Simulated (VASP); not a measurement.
# SrO (Fm-3m) in VASP: settings compared

Aim: see how the results for SrO move with the level of theory and the settings. Levels: PBE, PBE+D3(BJ), PBE+D4. Tasks: single point.

All numbers are computed with VASP 6.6.1; they aren't measurements. Logs are shortened: lines on timing, memory, paths and dates and some standing lists are left out, and cuts for length are marked.

## (1) The cell of the first run

The structure is cubic, space group Fm-3m (No. 225). Conventional cell: a = 5.133 Å, b = 5.133 Å, c = 5.133 Å, α = 90.00°, β = 90.00°, γ = 90.00°. Sr (site symmetry m-3m) has 6 O at 2.57 Å within 3.4 Å. Within 3.4 Å of O (site symmetry m-3m) lie 6 Sr at 2.57 Å.

## (2) Single point, PBE

The input, INCAR:

```
SYSTEM = SrO
ALGO = Normal
EDIFF = 1E-7
ENCUT = 520
GGA = PE
ISIF = 2
ISMEAR = 0
LASPH = .TRUE.
LCHARG = .FALSE.
LREAL = .FALSE.
LWAVE = .FALSE.
NBANDS = 15
NELM = 80
PREC = Accurate
SIGMA = 0.025
```

The input, KPOINTS:

```
k-points
0
G
  9 9 9
  0 0 0
```

The input, POSCAR:

```
SrO
1.0
    0.0000000000      2.5663000000      2.5663000000
    2.5663000000      0.0000000000      2.5663000000
    2.5663000000      2.5663000000      0.0000000000
Sr O
1 1
Direct
    0.5000000000      0.5000000000      0.5000000000
    0.0000000000      0.0000000000      0.0000000000
```

Potentials or basis: VASP PAW PBE potentials, release 64 (Sr_sv, O).

On the command line:

```
$ cat potpaw_PBE.64/Sr_sv/POTCAR potpaw_PBE.64/O/POTCAR > POTCAR
$ mpirun -np 1 vasp_std > vasp.out
```

OUTCAR:

```text
SYSTEM = SrO
   EDIFF = 1E-7
   ENCUT = 520
   GGA = PE
   ISIF = 2
   ISMEAR = 0
   LASPH = .TRUE.
   LREAL = .FALSE.
   NELM = 80
   PREC = Accurate

 ion  position               nearest neighbor table
   1  0.500  0.500  0.500-   2 2.57   2 2.57   2 2.57   2 2.57   2 2.57   2 2.57
   2  0.000  0.000  0.000-   1 2.57   1 2.57   1 2.57   1 2.57   1 2.57   1 2.57

  LATTYP: Found a face centered cubic cell.
 ALAT       =     5.1326000000

  Lattice vectors:

 A1 = (   0.0000000000,   2.5663000000,   2.5663000000)
 A2 = (   2.5663000000,   0.0000000000,   2.5663000000)
 A3 = (   2.5663000000,   2.5663000000,   0.0000000000)

Analysis of symmetry for initial positions (statically):
=====================================================================
 Subroutine PRICEL returns:
 Original cell was already a primitive cell.

 Routine SETGRP: Setting up the symmetry group for a
 face centered cubic supercell.

 Subroutine GETGRP returns: Found 48 space group operations
[... 9 lines left out ...]

 Routine SETGRP: Setting up the symmetry group for a
 face centered cubic supercell.

 Subroutine GETGRP returns: Found 48 space group operations
[... 11 lines left out ...]
                                     Primitive cell

  volume of cell :      33.8028

  direct lattice vectors                    reciprocal lattice vectors
     0.000000000  2.566300000  2.566300000    -0.194833028  0.194833028  0.194833028
     2.566300000  0.000000000  2.566300000     0.194833028 -0.194833028  0.194833028
     2.566300000  2.566300000  0.000000000     0.194833028  0.194833028 -0.194833028

  length of vectors
     3.629296265  3.629296265  3.629296265     0.337460704  0.337460704  0.337460704

  position of ions in fractional coordinates (direct lattice)
     0.500000000  0.500000000  0.500000000
     0.000000000  0.000000000  0.000000000

  ion indices of the primitive-cell ions
   primitive index   ion index
                 1           1
                 2           2

----------------------------------------------------------------------------------------

 KPOINTS: k-points

Automatic generation of k-mesh.
 Grid dimensions read from file:
 generate k-points for:    9    9    9

 Generating k-lattice:

  Cartesian coordinates                     Fractional coordinates (reciprocal lattice)
    -0.021648114  0.021648114  0.021648114     0.111111111  0.000000000  0.000000000
     0.021648114 -0.021648114  0.021648114     0.000000000  0.111111111  0.000000000
     0.021648114  0.021648114 -0.021648114     0.000000000  0.000000000  0.111111111

  Length of vectors
     0.037495634  0.037495634  0.037495634

  Shift w.r.t. Gamma in fractional coordinates (k-lattice)
     0.000000000  0.000000000  0.000000000

 Subroutine IBZKPT returns following result:
 ===========================================

 Found     35 irreducible k-points:

 Following reciprocal coordinates:
            Coordinates               Weight
  0.000000  0.000000  0.000000      1.000000
  0.111111  0.000000  0.000000      8.000000
  0.222222  0.000000  0.000000      8.000000
  0.333333  0.000000  0.000000      8.000000
  0.444444  0.000000  0.000000      8.000000
  0.111111  0.111111  0.000000      6.000000
[... 16 lines left out ...]
 -0.333333  0.333333  0.000000     12.000000
  0.444444  0.444444  0.000000      6.000000
 [... further k-points ...]
   k-points           NKPTS =     35   k-points in BZ     NKDIM =     35   number of bands    NBANDS=     15
   number of dos      NEDOS =    301   number of ions     NIONS =      2
   total plane-waves  NPLWV =  21952
   dimension x,y,z NGX =    28 NGY =   28 NGZ =   28
   dimension x,y,z NGXF=    56 NGYF=   56 NGZF=   56
   ions per type =               1   1
   NGX,Y,Z   is equivalent  to a cutoff of  12.83, 12.83, 12.83 a.u.
   NGXF,Y,Z  is equivalent  to a cutoff of  25.65, 25.65, 25.65 a.u.
 SYSTEM =  SrO
   PREC   = accura    normal or accurate (medium, high low for compatibility)
   ISTART =      0    job   : 0-new  1-cont  2-samecut
   ICHARG =      2    charge: 1-file 2-atom 10-const
   ISPIN  =      1    spin polarized calculation?
   LNONCOLLINEAR =      F non collinear calculations
   LSORBIT =      F    spin-orbit coupling
   LASPH  =      T    aspherical Exc in radial PAW
   ENCUT  =  520.0 eV  38.22 Ry    6.18 a.u.   6.75  6.75  6.75*2*pi/ulx,y,z
   NELM   =     80;   NELMIN=  2; NELMDL= -5     # of ELM steps
   EDIFF  = 0.1E-06   stopping-criterion for ELM
   LREAL  =      F    real-space projection
   EDIFFG = 0.1E-05   stopping-criterion for IOM
   NSW    =      0    number of steps for IOM
   IBRION =     -1    ionic relax: 0-MD 1-quasi-New 2-CG
   NFREE  =      0    steps in history (QN), initial steepest desc. (CG)
   ISIF   =      2    stress and relaxation
   ISYM   =      2    0-nonsym 1-usesym 2-fastsym
   POTIM  = 0.5000    time-step for ionic-motion
   TEBEG  =    0.0;   TEEND  =   0.0 temperature during run
   PSTRESS=    0.0 pullay stress
   NELECT =      16.0000    total number of electrons
   NUPDOWN=      -1.0000    fix difference up-down
   EMIN   =  10.00;   EMAX   =-10.00  energy-range for DOS
   EFERMI =   0.00;   METHOD = LEGACY
   ISMEAR =     0;   SIGMA  =   0.03  broadening in eV -4-tet -1-fermi 0-gaus
   EFERMI_NEDOS =   21; number of points for ismear=-14 and -15
   IALGO  =     38    algorithm
   IMIX   =      4    mixing-type and parameters
     AMIX     =   0.40;   BMIX     =  1.00
     AMIX_MAG =   1.60;   BMIX_MAG =  1.00
  volume/ion in A,a.u.               =      16.90       114.06
  Fermi-wavevector in a.u.,A,eV,Ry     =   1.275843  2.410995 22.147245  1.627777
  Thomas-Fermi vector in A             =   2.408533
   LORBIT       =      0    0 simple, 1 ext, 2 COOP (PROOUT), +10 PAW based schemes
   GGA     = PE    functional components
   LHFCALC =     F    Hartree Fock is set to
   AEXX    =    0.0000 exact exchange contribution
   IVDW    =     0    specifies the selected vdW correction
   LEPSILON=     F    determine dielectric tensor
   LRPA    =     F    only Hartree local field effects (RPA)
 non-spin polarized calculation
 Gauss-broadening in eV      SIGMA  =   0.03
  energy-cutoff  :      520.00
  volume of cell :       33.80
 maximum number of plane-waves:       941
   NGX = 13   NGY = 13   NGZ = 13

 number of electron      15.9999996 magnetization

 Free energy of the ion-electron system (eV)
  ---------------------------------------------------
  ext. energy  EPLUGINS =         0.00000000
  ---------------------------------------------------
  free energy    TOTEN  =       -12.03701856 eV

  energy without entropy =      -12.03701856  energy(sigma->0) =      -12.03701856

 E-fermi :   1.9305     XC(G=0): -10.0523

 val. band max:        1.6895042158   @ k =   0.0000   0.0000   0.0000
 cond. band min:       5.0092587482   @ k =   0.4444   0.4444   0.0000
 fundamental gap:      3.3197545324
 Fermi energy:         1.9305307887

 k-point     1 :       0.0000    0.0000    0.0000
  band No.  band energies     occupation
      1     -30.6805      2.00000
      2     -13.4081      2.00000
      3     -12.3125      2.00000
      4     -12.3125      2.00000
      5     -12.3125      2.00000
      6       1.6895      2.00000
      7       1.6895      2.00000
      8       1.6895      2.00000
      9       5.7121      0.00000
     10       7.9122      0.00000
     11       7.9122      0.00000
     12       7.9122      0.00000
     13      10.0917      0.00000
     14      10.0917      0.00000
     15      14.4285      0.00000

 k-point     2 :       0.1111    0.0000    0.0000
  band No.  band energies     occupation
      1     -30.6642      2.00000
      2     -13.7130      2.00000
      3     -12.3224      2.00000
      4     -12.3224      2.00000
      5     -12.0473      2.00000
      6       1.3194      2.00000
      7       1.5293      2.00000
      8       1.5293      2.00000
      9       6.2769      0.00000
     10       7.7854      0.00000
     11       8.1563      0.00000
     12       8.1563      0.00000
     13      10.4199      0.00000
     14      10.4199      0.00000
     15      15.2336      0.00000

 k-point     3 :       0.2222    0.0000    0.0000
  band No.  band energies     occupation
      1     -30.6226      2.00000
      2     -14.2297      2.00000
      3     -12.3471      2.00000
      4     -12.3471      2.00000
      5     -11.6320      2.00000
      6       0.5893      2.00000
      7       1.1605      2.00000
      8       1.1605      2.00000
      9       7.5310      0.00000
     10       7.7332      0.00000
     11       8.8353      0.00000
     12       8.8353      0.00000
     13      11.2678      0.00000
     14      11.2678      0.00000
     15      17.0311      0.00000

 k-point     4 :       0.3333    0.0000    0.0000
  band No.  band energies     occupation
      1     -30.5747      2.00000
      2     -14.6654      2.00000
      3     -12.3748      2.00000
      4     -12.3748      2.00000
      5     -11.3120      2.00000
      6      -0.0677      2.00000
      7       0.7905      2.00000
      8       0.7905      2.00000
      9       7.9003      0.00000
     10       9.0162      0.00000
     11       9.7507      0.00000
     12       9.7507      0.00000
     13      12.3726      0.00000
     14      12.3726      0.00000
     15      17.6185      0.00000

 k-point     5 :       0.4444    0.0000    0.0000
  band No.  band energies     occupation
      1     -30.5430      2.00000
      2     -14.9086      2.00000
      3     -12.3926      2.00000
      4     -12.3926      2.00000
      5     -11.1439      2.00000
      6      -0.4422      2.00000
      7       0.5705      2.00000
      8       0.5705      2.00000
      9       8.2108      0.00000
     10      10.0402      0.00000
     11      10.4621      0.00000
     12      10.4621      0.00000
     13      13.4382      0.00000
     14      13.4382      0.00000
     15      16.7172      0.00000

 k-point     6 :       0.1111    0.1111    0.0000
  band No.  band energies     occupation
      1     -30.6588      2.00000
      2     -13.7520      2.00000
      3     -12.3570      2.00000
      4     -12.3570      2.00000
      5     -11.9732      2.00000
      6       1.0413      2.00000
      7       1.6314      2.00000
      8       1.6314      2.00000
      9       6.3482      0.00000
     10       7.3502      0.00000
     11       8.4396      0.00000
     12       8.4396      0.00000
     13      10.2615      0.00000
     14      10.7617      0.00000
     15      15.4768      0.00000

 k-point     7 :       0.2222    0.1111    0.0000
  band No.  band energies     occupation
      1     -30.6259      2.00000
      2     -14.1000      2.00000
      3     -12.4005      2.00000
      4     -12.3807      2.00000
      5     -11.7155      2.00000
      6       0.5550      2.00000
      7       1.3666      2.00000
      8       1.4476      2.00000
      9       7.0716      0.00000
     10       7.2193      0.00000
     11       9.0167      0.00000
[... 226 lines left out ...]
      4     -12.5933      2.00000
      5     -12.1540      2.00000
      6       0.5719      2.00000
      7       1.5557      2.00000
      8       1.5557      2.00000
      9       5.4660      0.00000
     10       8.5611      0.00000
     11      11.3501      0.00000
     12      11.4429      0.00000
     13      11.4429      0.00000
     14      12.2980      0.00000
     15      18.3823      0.00000

 k-point    21 :       0.4444    0.3333    0.0000
  band No.  band energies     occupation
      1     -30.5173      2.00000
      2     -14.0625      2.00000
      3     -12.7971      2.00000
      4     -12.6222      2.00000
      5     -12.2271      2.00000
      6       0.8459      2.00000
      7       1.3612      2.00000
      8       1.4534      2.00000
      9       5.5151      0.00000
     10       9.2875      0.00000
     11      11.2280      0.00000
     12      11.7068      0.00000
     13      12.2361      0.00000
     14      13.1951      0.00000
     15      16.3715      0.00000

 k-point    22 :      -0.4444    0.3333    0.0000
  band No.  band energies     occupation
      1     -30.5029      2.00000
      2     -14.1601      2.00000
      3     -13.0435      2.00000
      4     -12.5934      2.00000
      5     -11.9672      2.00000
      6       0.8201      2.00000
      7       1.1472      2.00000
      8       1.1823      2.00000
      9       6.2440      0.00000
     10       9.7429      0.00000
     11      10.5214      0.00000
     12      11.9029      0.00000
     13      12.6730      0.00000
     14      14.8712      0.00000
     15      15.0205      0.00000

 k-point    23 :      -0.3333    0.3333    0.0000
  band No.  band energies     occupation
      1     -30.5067      2.00000
      2     -14.3902      2.00000
      3     -13.0112      2.00000
      4     -12.5191      2.00000
      5     -11.6633      2.00000
      6       0.3637      2.00000
      7       0.8797      2.00000
      8       1.2092      2.00000
      9       7.3913      0.00000
     10       8.9145      0.00000
     11      10.6987      0.00000
     12      11.2747      0.00000
     13      13.0529      0.00000
     14      14.5441      0.00000
     15      16.7870      0.00000

 k-point    24 :       0.4444    0.4444    0.0000
  band No.  band energies     occupation
      1     -30.5032      2.00000
      2     -13.6833      2.00000
      3     -12.9344      2.00000
      4     -12.6737      2.00000
      5     -12.6737      2.00000
      6       1.1559      2.00000
      7       1.5972      2.00000
      8       1.5972      2.00000
      9       5.0093      0.00000
     10       9.4193      0.00000
     11      11.8281      0.00000
     12      12.1124      0.00000
     13      12.6486      0.00000
     14      12.6486      0.00000
     15      15.8627      0.00000

 [... further k-points ...]
[... 5 lines left out ...]
  --------------------------------------------------------------------------------------
  -------------------------------------------------------------------------------------
  Total        0.8273151      0.8273151      0.8273151      0.0000000      0.0000000      0.0000000
  in kB       39.2129266     39.2129266     39.2129266      0.0000000      0.0000000      0.0000000
  external PRESSURE =      39.2129266 kB  Pullay stress =       0.0000000 kB

 VOLUME and BASIS-vectors are now :
 -----------------------------------------------------------------------------
  energy-cutoff  :      520.00
  volume of cell :       33.80
      direct lattice vectors                 reciprocal lattice vectors
     0.000000000  2.566300000  2.566300000    -0.194833028  0.194833028  0.194833028
     2.566300000  0.000000000  2.566300000     0.194833028 -0.194833028  0.194833028
     2.566300000  2.566300000  0.000000000     0.194833028  0.194833028 -0.194833028

 POSITION                                       TOTAL-FORCE (eV/Angst)
 -----------------------------------------------------------------------------------
      2.56630      2.56630      2.56630         0.000000      0.000000     -0.000000
      0.00000      0.00000      0.00000        -0.000000     -0.000000      0.000000
 -----------------------------------------------------------------------------------
    total drift:                                0.000000      0.000000      0.000000

  FREE ENERGIE OF THE ION-ELECTRON SYSTEM (eV)
  ---------------------------------------------------
  free  energy   TOTEN  =       -12.0370185596 eV

  energy  without entropy=      -12.0370185596  energy(sigma->0) =      -12.03701856
```

Wall time 11 s (1 thread of AMD EPYC 9R45 (Zen 5), shared host); peak memory 0.13 GiB.

What came out:

| Quantity | Value |
| --- | --- |
| Free energy | -12.0370 eV |
| Pressure | 3.9 GPa |
| Band gap on the k mesh | 3.32 eV, indirect (least direct gap 3.41 eV) |

(Continued in part 2 of 2.)
